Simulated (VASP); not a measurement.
A run of VASP 6.6.1 is set up as follows.

INCAR

```
PREC = Accurate ; ENCUT = 500
EDIFF = 1E-6 ; ISMEAR = 0
SIGMA = 0.1 ; LREAL = F
LASPH = T ; NELM = 120
ALGO = Normal ; ISIF = 2
LWAVE = F ; LCHARG = F
GGA = PE ; NBANDS = 30
GGA_COMPAT = F
```

Contents of KPOINTS:

```
Automatic mesh
0
Gamma
  14 14 4
```

File POSCAR:

```
Al2Rh
1.0
    2.8279257707      0.0000000000      0.0000000000
    0.0000000000      2.8279257707      0.0000000000
    0.0000000000      0.0000000000     12.2271915222
Al Rh
4 2
Direct
    0.0000000000      0.5000000000      0.8347207538
    0.0000000000      0.5000000000      0.3347207538
    0.5000000000      0.0000000000      0.6652792462
    0.5000000000      0.0000000000      0.1652792462
    0.0000000000      0.0000000000      0.5000000000
    0.5000000000      0.5000000000      0.0000000000
```

Potentials or basis: VASP PAW PBE potentials, release 64 (Al, Rh_pv).

Launch:

```console
$ cat potpaw_PBE.64/Al/POTCAR potpaw_PBE.64/Rh_pv/POTCAR > POTCAR
$ mpirun -np 1 vasp_std > vasp.out
```

Predict the pressure.

0.0 GPa.

Estimate the band gap on the k mesh.

zero (bands 21 and 22 overlap by 2.53 eV).

Predict the largest force.

0.015 eV/Å.

Forces in eV/Å, atoms in the order of the input:
```
Al   0.000  0.000 -0.015
Al   0.000  0.000 -0.015
Al   0.000  0.000  0.015
Al   0.000  0.000  0.015
Rh   0.000  0.000  0.000
Rh   0.000  0.000  0.000
```
